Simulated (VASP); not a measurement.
Set up this calculation in VASP 6.6.1, as the native input.

```yaml
Task: single point
Functional: PBE
Potentials_or_basis: VASP PAW PBE potentials, release 64 (Se, Ga_d)
Cutoff: 520 eV
k_mesh: 5 × 5 × 5
Occupations: fermi-dirac, width 0.05 eV
Spin: no spin polarisation
Dipole_correction: no
Further_INCAR_settings: ALGO = Normal; EDIFF = 1e-06; NBANDS = 30
```

The structure of Ga3Se lies in POSCAR:

```
Ga3Se
1.0
    4.4324650000      0.0000000000      0.0000000000
    0.0000000000      4.4324650000      0.0000000000
    0.0000000000      0.0000000000      4.4324650000
Se Ga
1 3
Direct
    0.0000000000      0.0000000000      0.0000000000
    0.5000000000      0.5000000000      0.0000000000
    0.5000000000      0.0000000000      0.5000000000
    0.0000000000      0.5000000000      0.5000000000
```

The input as run:

INCAR

```
ALGO     = Normal         # electronic algorithm
EDIFF    = 1E-6           # SCF threshold, eV
ENCUT    = 520            # plane-wave cutoff, eV
GGA      = PE             # functional
ISIF     = 2              # what is computed and relaxed
ISMEAR   = -1             # smearing method
LASPH    = True           # aspherical terms in the spheres
LCHARG   = True           # write CHGCAR
LELF     = True           # ELF
LREAL    = False          # projectors in reciprocal space
LVHAR    = True         
LWAVE    = False          # write WAVECAR
NBANDS   = 30             # bands
NELM     = 60             # most SCF steps
PREC     = Accurate       # precision mode
SIGMA    = 0.05           # smearing width, eV
```

KPOINTS

```
k-points
0
Gamma
  5 5 5
```

Potentials or basis: VASP PAW PBE potentials, release 64 (Se, Ga_d).

Launch:

```sh
$ cat potpaw_PBE.64/Se/POTCAR potpaw_PBE.64/Ga_d/POTCAR > POTCAR
$ mpirun -np 1 vasp_std > vasp.out
```

Results of the run:

- Pressure: -0.2 GPa

Run time: 49 s on 1 thread of Intel Xeon 6975P-C (shared host), peak memory 0.21 GiB.
